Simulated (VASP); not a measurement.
A run of VASP 6.6.1:

File POSCAR:

```
SiC
1.0
    3.0131199832      0.0000000000      0.0000000000
   -1.5065599916      2.6094384501      0.0000000000
    0.0000000000      0.0000000000      4.9428112301
Si C
2 2
Direct
    0.3333333333      0.6666666667      0.0045681926
    0.6666666667      0.3333333333      0.5045681926
    0.3333333333      0.6666666667      0.3804318074
    0.6666666667      0.3333333333      0.8804318074
```

The input INCAR.step1:

```
  PREC = Accurate
  ENCUT = 520
  ISMEAR = 0
  SIGMA = 0.02
  LREAL = F
  LASPH = T
  NELM = 80
  NBANDS = 16
  GGA = PE
  ALGO = Normal
  EDIFF = 1E-4
  LWAVE = T
  LCHARG = F
```

The input INCAR.step2:

```
  PREC = Accurate
  ENCUT = 520
  EDIFF = 1E-6
  ISMEAR = 0
  SIGMA = 0.02
  LREAL = F
  LASPH = T
  NELM = 80
  ALGO = Normal
  ISIF = 2
  LWAVE = F
  LCHARG = F
  METAGGA = R2SCAN
  LMIXTAU = T
  NBANDS = 16
  ISTART = 1
```

KPOINTS

```
regular mesh
0
Gamma
  12 12 6
```

Potentials or basis: VASP PAW PBE potentials, release 64 (Si, C).

Launch:

```console
$ cat potpaw_PBE.64/Si/POTCAR potpaw_PBE.64/C/POTCAR > POTCAR
$ cp INCAR.step1 INCAR
$ mpirun -np 1 vasp_std > vasp.out
$ cp INCAR.step2 INCAR
$ mpirun -np 1 vasp_std > vasp.out
```

Hardware: 1 thread of AMD EPYC 7571, with other jobs on the host.

Question: Estimate the wall time of this run.

Answer: It took 7.3 min on 1 thread of AMD EPYC 7571, on a shared host, peak memory 0.15 GiB. Counts: k points 76.
